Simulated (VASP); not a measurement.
Set up this calculation in VASP 6.6.1, as the native input.

| Property | Result |
| --- | --- |
| Task | single point |
| Functional | PBE |
| Potentials or basis | VASP PAW PBE potentials, release 64 (Sn_d, O) |
| Cutoff | 520 eV |
| k mesh | 10 × 10 × 4 |
| Occupations | gaussian, width 0.05 eV |
| Spin | no spin polarisation |
| Dipole correction | no |
| Further INCAR settings | ALGO = Normal; EDIFF = 1e-06; NBANDS = 50 |

The structure of SnO lies in POSCAR:

```
SnO
1.0
    2.7369120000     -2.7377960000      0.0000000000
    2.7369120000      2.7377960000      0.0000000000
    0.0000000000      0.0000000000     10.2219600000
Sn O
4 4
Direct
    0.7365470000      0.2634530000      0.8638580000
    0.2634530000      0.7365470000      0.1361420000
    0.7634530000      0.2365470000      0.3638580000
    0.2365470000      0.7634530000      0.6361420000
    0.2619440000      0.2380560000      0.2500000000
    0.7380560000      0.7619440000      0.7500000000
    0.2380560000      0.2619440000      0.7500000000
    0.7619440000      0.7380560000      0.2500000000
```

One way to write it, as run:

INCAR

```
PREC = Accurate
ENCUT = 520
EDIFF = 1E-6
ISMEAR = 0
SIGMA = 0.05
LREAL = F
LASPH = T
NELM = 100
ALGO = Normal
ISIF = 2
LWAVE = F
LCHARG = T
GGA = PE
LELF = T
LVHAR = T
NBANDS = 50
```

KPOINTS

```
Automatic mesh
0
Gamma
  10 10 4
```

Potentials or basis: VASP PAW PBE potentials, release 64 (Sn_d, O).

Command:

```console
$ cat potpaw_PBE.64/Sn_d/POTCAR potpaw_PBE.64/O/POTCAR > POTCAR
$ mpirun -np 1 vasp_std > vasp.out
```

It gave:

The pressure is -0.2 GPa and the largest force is 0.050 eV/Å. The band gap on the k mesh is 0.54 eV.

Caveat: spin-orbit coupling is left out, which moves the levels of the heavy elements.

Run time: 14 min on 1 thread of Oxide Virtual Turin-like Processor, on a shared host, peak memory 0.58 GiB.
